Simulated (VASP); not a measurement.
Here is a VASP 6.6.1 calculation.

POSCAR

```
TiO2
1.0
    0.0000000000      2.3968272579      2.3968272579
    2.3968272579      0.0000000000      2.3968272579
    2.3968272579      2.3968272579      0.0000000000
Ti O
1 2
Direct
    0.0000000000      0.0000000000      0.0000000000
    0.2500000000      0.2500000000      0.2500000000
    0.7500000000      0.7500000000      0.7500000000
```

Contents of INCAR.step1:

```
SYSTEM = TiO2
PREC = Accurate ; ENCUT = 1480
ISMEAR = 0 ; SIGMA = 0.01
LREAL = .False. ; LASPH = .True.
NELM = 120 ; NBANDS = 19
GGA = PE ; ALGO = Normal
EDIFF = 1E-5 ; LWAVE = .True.
LCHARG = .False. ; GGA_COMPAT = .False.
```

Contents of INCAR.step2:

```
SYSTEM = TiO2
PREC = Accurate ; ENCUT = 1480
EDIFF = 1E-6 ; ISMEAR = 0
SIGMA = 0.01 ; LREAL = .False.
LASPH = .True. ; NELM = 120
ALGO = Normal ; ISIF = 2
LWAVE = .False. ; LCHARG = .True.
METAGGA = R2SCAN ; LMIXTAU = .True.
LELF = .True. ; LVHAR = .True.
NBANDS = 19 ; ISTART = 1
GGA_COMPAT = .False.
```

The input KPOINTS:

```
Automatic mesh
0
Gamma
  3 3 3
  0 0 0
```

Potentials or basis: VASP PAW PBE potentials, release 64 (Ti_sv, O_h).

Launch:

```console
$ cat potpaw_PBE.64/Ti_sv/POTCAR potpaw_PBE.64/O_h/POTCAR > POTCAR
$ cp INCAR.step1 INCAR
$ mpirun -np 1 vasp_std > vasp.out
$ cp INCAR.step2 INCAR
$ mpirun -np 1 vasp_std > vasp.out
```

Task: Predict the pressure.

Result: 1.4 GPa.

Task: Predict the band gap on the k mesh.

Result: 2.46 eV (least direct gap 2.46 eV).

Caveat: the k points lie up to 0.76 Å⁻¹ apart; the structure was generated, so it needn't be the stable form of TiO2; the PAW data sets were made with another functional, which shifts forces and pressure a little.
